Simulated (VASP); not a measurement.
**SiC: single point with r2SCAN**

The system is SiC.

```xyz
4
Lattice="3.0754 0.0000 0.0000 -1.5377 2.6633 0.0000 0.0000 0.0000 5.0481" Properties=species:S:1:pos:R:3 pbc="T T T"
Si    0.0000    1.7756   -0.0021
Si    1.5377    0.8878    2.5220
C     0.0000    1.7756    1.8951
C     1.5377    0.8878    4.4192
```

```
Program                : VASP 6.6.1
Task                   : single point
Functional             : r2SCAN
Potentials or basis    : VASP PAW PBE potentials, release 64 (Si, C)
Cutoff                 : 520 eV
k mesh                 : 12 × 12 × 6
Occupations            : gaussian, width 0.01 eV
Spin                   : no spin polarisation
Dipole correction      : no
Further INCAR settings : ALGO = Normal; EDIFF = 1e-06; NBANDS = 16
```

| Item | Value |
| --- | --- |
| Pressure | -0.2 GPa |
| Band gap on the k mesh | 2.66 eV, indirect (least direct gap 4.48 eV) |

Levels at points of the mesh, in eV from the valence-band top:
| k point | band 6 | band 7 | band 8 | band 9 | band 10 | band 11 |
| --- | --- | --- | --- | --- | --- | --- |
| (0.00, 0.00, 0.00) | -0.11 | 0.00 | 0.00 | 5.38 | 6.78 | 7.19 |
| (0.50, 0.00, 0.00) | -3.48 | -3.36 | -1.26 | 3.23 | 4.67 | 7.47 |
| (0.00, 0.00, 0.50) | -0.75 | -0.75 | -0.75 | 6.50 | 6.50 | 7.89 |
| (0.50, 0.00, 0.50) | -2.56 | -2.44 | -2.44 | 3.72 | 3.72 | 5.79 |

Wall time 93 s on 1 thread of Intel Xeon 6975P-C (shared host), peak memory 0.18 GiB.

Caveat: the PAW data sets were made with another functional, which shifts forces and pressure a little. A k mesh can miss the band edges.
